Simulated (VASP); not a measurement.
Set up this calculation in VASP 6.6.1, as the native input.

- Task: single point
- Functional: PBEsol
- Potentials or basis: VASP PAW PBE potentials, release 64 (Ga_d)
- Cutoff: 520 eV
- k mesh: 18 × 18 × 18
- Occupations: gaussian, width 0.1 eV
- Spin: no spin polarisation
- Dipole correction: no
- Further INCAR settings: ALGO = Normal; EDIFF = 1e-07; NBANDS = 12

The structure of Ga lies in POSCAR:

```
Ga
1.0
   -1.5635608369      1.5635608369      1.5635608369
    1.5635608369     -1.5635608369      1.5635608369
    1.5635608369      1.5635608369     -1.5635608369
Ga
1
Direct
    0.0000000000      0.0000000000      0.0000000000
```

This isn't the form of Ga at room conditions, which is orthorhombic.

This cell differs from its parent crystal: Al replaced by Ga, lengths x 1.005, strained.

One way to write it, as run:

INCAR

```
SYSTEM = Ga
PREC = Accurate
ENCUT = 520
EDIFF = 1E-7
ISMEAR = 0
SIGMA = 0.1
LREAL = .FALSE.
LASPH = .TRUE.
NELM = 100
ALGO = Normal
ISIF = 2
LWAVE = .FALSE.
LCHARG = .TRUE.
GGA = PS
LELF = .TRUE.
LVHAR = .TRUE.
NBANDS = 12
```

KPOINTS

```
regular mesh
0
G
  18 18 18
  0 0 0
```

Potentials or basis: VASP PAW PBE potentials, release 64 (Ga_d).

Launch:

```bash
$ cat potpaw_PBE.64/Ga_d/POTCAR > POTCAR
$ mpirun -np 1 vasp_std > vasp.out
```

Results of the run:

The pressure is 14.2 GPa. The band gap on the k mesh is zero (an odd number of electrons rules out a gap without spin polarisation).

Caveat: the cell differs from its parent crystal (Al replaced by Ga, lengths x 1.005, strained); the cell stands under pressure; the PAW data sets were made with another functional, which shifts forces and pressure a little.

Run time: 18 s on 1 thread of AMD EPYC 7R13 Processor (Zen 3), with other jobs on the host, peak memory 0.12 GiB.
